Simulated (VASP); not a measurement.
# Fe in VASP: a series of runs

Runs on Fe. Level: PBE. Tasks: single point.

Program: VASP 6.6.1. These are calculated values, not measurements. Logs are shortened: lines on timing, memory, paths and dates and some standing lists are left out, and cuts for length are marked.

### Step 1. The cell of the first run

Symmetry: I4/mmm, No. 139, tetragonal system. Conventional cell: a = 2.850 Å, b = 2.850 Å, c = 2.645 Å, α = 90.00°, β = 90.00°, γ = 90.00°. Within 3.2 Å of Fe (site symmetry 4/mmm) lie 14 Fe at 2.41 to 2.85 Å.

### Step 2. Single point, PBE, collinear spin, ferromagnetic start (volume 10.746 Å^3 an atom, c/a of the conventional cell 0.9280)

The input, INCAR:

```
SYSTEM = Fe
ALGO = Normal
EDIFF = 1E-6
ENCUT = 520
GGA = PE
ISIF = 2
ISMEAR = 0
ISPIN = 2
LASPH = .TRUE.
LCHARG = .FALSE.
LMAXMIX = 4
LORBIT = 11
LREAL = .FALSE.
LWAVE = .FALSE.
MAGMOM = 2.44
NBANDS = 14
NELM = 150
PREC = Accurate
SIGMA = 0.15
```

The input, KPOINTS:

```
k-points
0
G
  12 12 12
  0 0 0
```

The input, POSCAR:

```
Fe
1.0
   -1.4252125005      1.4252125005      1.3225972005
    1.4252125005     -1.4252125005      1.3225972005
    1.4252125005      1.4252125005     -1.3225972005
Fe
1
Direct
    0.0000000000      0.0000000000      0.0000000000
```

Potentials or basis: VASP PAW PBE potentials, release 64 (Fe).

On the command line:

```
> cat potpaw_PBE.64/Fe/POTCAR > POTCAR
> mpirun -np 1 vasp_std > vasp.out
```

OUTCAR:

```text
SYSTEM = Fe
   EDIFF = 1E-6
   ENCUT = 520
   GGA = PE
   ISIF = 2
   ISMEAR = 0
   ISPIN = 2
   LASPH = .TRUE.
   LORBIT = 11
   LREAL = .FALSE.
   NELM = 150
   PREC = Accurate

 ion  position               nearest neighbor table
   1  0.000  0.000  0.000-

  LATTYP: Found a body centered tetragonal cell.
 ALAT       =     2.8504250010
 C/A-ratio  =     0.9280000000

  Lattice vectors:

 A1 = (  -1.4252125005,   1.4252125005,   1.3225972005)
 A2 = (   1.4252125005,  -1.4252125005,   1.3225972005)
 A3 = (   1.4252125005,   1.4252125005,  -1.3225972005)

Analysis of symmetry for initial positions (statically):
=====================================================================
 Subroutine PRICEL returns:
 Original cell was already a primitive cell.

 Routine SETGRP: Setting up the symmetry group for a
 body centered tetragonal supercell.

 Subroutine GETGRP returns: Found 16 space group operations
 (whereof 16 operations were pure point group operations)
 out of a pool of 16 trial point group operations.

The static configuration has the point symmetry D_4h.

Analysis of symmetry for dynamics (positions and initial velocities):
=====================================================================
 Subroutine PRICEL returns:
 Original cell was already a primitive cell.

 Routine SETGRP: Setting up the symmetry group for a
 body centered tetragonal supercell.

 Subroutine GETGRP returns: Found 16 space group operations
 (whereof 16 operations were pure point group operations)
 out of a pool of 16 trial point group operations.

The dynamic configuration has the point symmetry D_4h.

Analysis of structural, dynamic, and magnetic symmetry:
=====================================================================
 Subroutine PRICEL returns:
 Original cell was already a primitive cell.

 Routine SETGRP: Setting up the symmetry group for a
 body centered tetragonal supercell.

 Subroutine GETGRP returns: Found 16 space group operations
 (whereof 16 operations were pure point group operations)
 out of a pool of 16 trial point group operations.

The overall configuration has the point symmetry D_4h.

 Subroutine INISYM returns: Found 16 space group operations
 (whereof 16 operations are pure point group operations),
 and found     1 'primitive' translations

----------------------------------------------------------------------------------------

                                     Primitive cell

  volume of cell :      10.7460

  direct lattice vectors                    reciprocal lattice vectors
    -1.425212501  1.425212501  1.322597200     0.000000000  0.350824877  0.378044048
     1.425212501 -1.425212501  1.322597200     0.350824877  0.000000000  0.378044048
     1.425212501  1.425212501 -1.322597200     0.350824877  0.350824877  0.000000000

  length of vectors
     2.410751895  2.410751895  2.410751895     0.515747416  0.515747416  0.496141299

  position of ions in fractional coordinates (direct lattice)
     0.000000000  0.000000000  0.000000000

  ion indices of the primitive-cell ions
   primitive index   ion index
                 1           1

----------------------------------------------------------------------------------------

 KPOINTS: k-points

Automatic generation of k-mesh.
 Grid dimensions read from file:
 generate k-points for:   12   12   12

 Generating k-lattice:

  Cartesian coordinates                     Fractional coordinates (reciprocal lattice)
     0.000000000  0.029235406  0.031503671     0.083333333  0.000000000  0.000000000
     0.029235406  0.000000000  0.031503671     0.000000000  0.083333333  0.000000000
     0.029235406  0.029235406  0.000000000     0.000000000  0.000000000  0.083333333

  Length of vectors
     0.042978951  0.042978951  0.041345108

  Shift w.r.t. Gamma in fractional coordinates (k-lattice)
     0.000000000  0.000000000  0.000000000

 Subroutine IBZKPT returns following result:
 ===========================================

 Found    163 irreducible k-points:

 Following reciprocal coordinates:
            Coordinates               Weight
  0.000000  0.000000  0.000000      1.000000
  0.083333  0.000000 -0.000000      8.000000
  0.166667  0.000000  0.000000      8.000000
  0.250000  0.000000  0.000000      8.000000
  0.333333 -0.000000  0.000000      8.000000
  0.416667  0.000000 -0.000000      8.000000
[... 16 lines left out ...]
  0.500000  0.166667  0.000000     16.000000
 -0.416667  0.166667  0.000000     16.000000
 [... further k-points ...]
   k-points           NKPTS =    163   k-points in BZ     NKDIM =    163   number of bands    NBANDS=     14
   number of dos      NEDOS =    301   number of ions     NIONS =      1
   total plane-waves  NPLWV =   5832
   dimension x,y,z NGX =    18 NGY =   18 NGZ =   18
   dimension x,y,z NGXF=    36 NGYF=   36 NGZF=   36
   ions per type =               1
   NGX,Y,Z   is equivalent  to a cutoff of  12.41, 12.41, 12.41 a.u.
   NGXF,Y,Z  is equivalent  to a cutoff of  24.83, 24.83, 24.83 a.u.
 SYSTEM =  Fe
   PREC   = accura    normal or accurate (medium, high low for compatibility)
   ISTART =      0    job   : 0-new  1-cont  2-samecut
   ICHARG =      2    charge: 1-file 2-atom 10-const
   ISPIN  =      2    spin polarized calculation?
   LNONCOLLINEAR =      F non collinear calculations
   LSORBIT =      F    spin-orbit coupling
   LASPH  =      T    aspherical Exc in radial PAW
   ENCUT  =  520.0 eV  38.22 Ry    6.18 a.u.   4.48  4.48  4.48*2*pi/ulx,y,z
   NELM   =    150;   NELMIN=  2; NELMDL= -5     # of ELM steps
   EDIFF  = 0.1E-05   stopping-criterion for ELM
   LREAL  =      F    real-space projection
[... 7 lines left out ...]
   TEBEG  =    0.0;   TEEND  =   0.0 temperature during run
   PSTRESS=    0.0 pullay stress
   NELECT =       8.0000    total number of electrons
   NUPDOWN=      -1.0000    fix difference up-down
   EMIN   =  10.00;   EMAX   =-10.00  energy-range for DOS
   EFERMI =   0.00;   METHOD = LEGACY
   ISMEAR =     0;   SIGMA  =   0.15  broadening in eV -4-tet -1-fermi 0-gaus
   EFERMI_NEDOS =   21; number of points for ismear=-14 and -15
   IALGO  =     38    algorithm
   IMIX   =      4    mixing-type and parameters
     AMIX     =   0.40;   BMIX     =  1.00
     AMIX_MAG =   1.60;   BMIX_MAG =  1.00
  volume/ion in A,a.u.               =      10.75        72.52
  Fermi-wavevector in a.u.,A,eV,Ry     =   1.483733  2.803850 29.952748  2.201465
  Thomas-Fermi vector in A             =   2.597358
   LORBIT       =     11    0 simple, 1 ext, 2 COOP (PROOUT), +10 PAW based schemes
   GGA     = PE    functional components
   LHFCALC =     F    Hartree Fock is set to
   AEXX    =    0.0000 exact exchange contribution
   IVDW    =     0    specifies the selected vdW correction
   LEPSILON=     F    determine dielectric tensor
   LRPA    =     F    only Hartree local field effects (RPA)
 spin polarized calculation
 Gauss-broadening in eV      SIGMA  =   0.15
  energy-cutoff  :      520.00
  volume of cell :       10.75
 maximum number of plane-waves:       299
 NGX is ok and might be reduce to    18
   NGX =  9   NGY =  9   NGZ =  9

 number of electron       7.9999995 magnetization       2.0966638

 Free energy of the ion-electron system (eV)
  ---------------------------------------------------
  ext. energy  EPLUGINS =         0.00000000
  ---------------------------------------------------
  free energy    TOTEN  =        -8.20762014 eV

  energy without entropy =       -8.19715985  energy(sigma->0) =       -8.20239000

 E-fermi :   6.4609     XC(G=0): -13.4354

 val. band max:        6.4568142771   @ k =  -0.2500   0.2500   0.2500
 cond. band min:       6.4675031668   @ k =  -0.1667  -0.2500   0.0833
 fundamental gap:      0.0106888897
 Fermi energy:         6.4609445775

 spin component 1

 k-point     1 :       0.0000    0.0000    0.0000
  band No.  band energies     occupation
      1      -2.3597      1.00000
      2       3.7452      1.00000
      3       4.2033      1.00000
      4       4.2033      1.00000
      5       5.0801      1.00000
      6       5.5274      1.00000
      7      31.3021      0.00000
      8      31.3021      0.00000
      9      33.2889      0.00000
     10      36.8896      0.00000
     11      38.1096      0.00000
     12      38.3484      0.00000
     13      40.0100      0.00000
     14      40.0100      0.00000
[... 375 lines left out ...]
 k-point    24 :      -0.4167    0.1667    0.0000
  band No.  band energies     occupation
      1       1.5579      1.00000
      2       3.0198      1.00000
      3       3.6640      1.00000
      4       5.2663      1.00000
      5       5.5350      1.00000
      6       7.2348      0.00000
      7      20.1489      0.00000
      8      21.5731      0.00000
      9      27.9423      0.00000
     10      32.4488      0.00000
     11      38.8111      0.00000
     12      40.2756      0.00000
     13      45.3997      0.00000
     14      47.4438      0.00000

 [... further k-points ...]

 spin component 2

 k-point     1 :       0.0000    0.0000    0.0000
  band No.  band energies     occupation
      1      -2.1624      1.00000
      2       5.4286      1.00000
      3       6.0638      0.99991
      4       6.0638      0.99991
      5       7.6347      0.00000
      6       8.3105      0.00000
      7      31.1248      0.00000
      8      31.1248      0.00000
      9      33.1211      0.00000
     10      37.2534      0.00000
     11      38.2242      0.00000
     12      38.9664      0.00000
     13      41.1042      0.00000
     14      41.1042      0.00000
[... 375 lines left out ...]
 k-point    24 :      -0.4167    0.1667    0.0000
  band No.  band energies     occupation
      1       2.2161      1.00000
      2       4.6010      1.00000
      3       5.1773      1.00000
      4       7.6262      0.00000
      5       8.1440      0.00000
      6       9.0910      0.00000
      7      20.9390      0.00000
      8      22.1812      0.00000
      9      28.4551      0.00000
     10      32.7177      0.00000
     11      39.0546      0.00000
     12      40.6817      0.00000
     13      45.7616      0.00000
     14      48.1044      0.00000

 [... further k-points ...]
[... 5 lines left out ...]
  --------------------------------------------------------------------------------------
  -------------------------------------------------------------------------------------
  Total        0.5196477      0.5196477      1.3955985      0.0000000      0.0000000     -0.0000000
  in kB       77.4769915     77.4769915    208.0770741      0.0000000      0.0000000     -0.0000000
  external PRESSURE =     121.0103523 kB  Pullay stress =       0.0000000 kB

 VOLUME and BASIS-vectors are now :
 -----------------------------------------------------------------------------
  energy-cutoff  :      520.00
  volume of cell :       10.75
      direct lattice vectors                 reciprocal lattice vectors
    -1.425212501  1.425212501  1.322597200     0.000000000  0.350824877  0.378044048
     1.425212501 -1.425212501  1.322597200     0.350824877  0.000000000  0.378044048
     1.425212501  1.425212501 -1.322597200     0.350824877  0.350824877  0.000000000

 POSITION                                       TOTAL-FORCE (eV/Angst)
 -----------------------------------------------------------------------------------
      0.00000      0.00000      0.00000        -0.000000      0.000000      0.000000
 -----------------------------------------------------------------------------------
    total drift:                                0.000000      0.000000     -0.000000

  FREE ENERGIE OF THE ION-ELECTRON SYSTEM (eV)
  ---------------------------------------------------
  free  energy   TOTEN  =        -8.2076201364 eV

  energy  without entropy=       -8.1971598539  energy(sigma->0) =       -8.20239000

 total charge

# of ion       s       p       d       tot
------------------------------------------
    1        0.513   0.593   6.286   7.392

 magnetization (x)

# of ion       s       p       d       tot
------------------------------------------
    1       -0.012  -0.049   2.144   2.082
```

It took 17 s on 1 thread of Intel Xeon 6975P-C (Granite Rapids), shared host; peak memory 0.15 GiB.

What came out:

```yaml
Free_energy: -8.2076 eV
Pressure: 12.1 GPa
Net_moment: 2.10 μB per cell
Site_moments: Fe +2.08 μB
Valence_electrons_inside_the_program's_atomic_spheres: Fe 7.39
```

Levels at points of the mesh, in eV from the Fermi level:
Spin up:
| k point | band 2 | band 3 | band 4 | band 5 | band 6 | band 7 | band 8 | band 9 |
| --- | --- | --- | --- | --- | --- | --- | --- | --- |
| (0.00, 0.00, 0.00) | -2.72 | -2.26 | -2.26 | -1.38 | -0.93 | 24.84 | 24.84 | 26.83 |
| (0.50, 0.00, 0.00) | -3.79 | -1.13 | -0.57 | 0.50 | 0.70 | 8.14 | 18.29 | 20.29 |
| (0.50, 0.50, 0.00) | -3.22 | -1.36 | -1.09 | 0.02 | 0.42 | 7.31 | 19.94 | 22.83 |
| (0.50, 0.50, 0.50) | -5.13 | 0.14 | 0.14 | 0.31 | 9.31 | 9.31 | 12.39 | 15.38 |
Spin down:
| k point | band 1 | band 2 | band 3 | band 4 | band 5 | band 6 | band 7 |
| --- | --- | --- | --- | --- | --- | --- | --- |
| (0.00, 0.00, 0.00) | -8.62 | -1.03 | -0.40 | -0.40 | 1.17 | 1.85 | 24.66 |
| (0.50, 0.00, 0.00) | -4.02 | -2.23 | 0.86 | 1.47 | 2.05 | 2.57 | 9.46 |
| (0.50, 0.50, 0.00) | -4.06 | -1.52 | 0.15 | 0.95 | 1.69 | 2.56 | 8.64 |
| (0.50, 0.50, 0.50) | -3.55 | -3.38 | 2.25 | 2.25 | 2.29 | 9.59 | 9.59 |

[end of part 1 of 2]
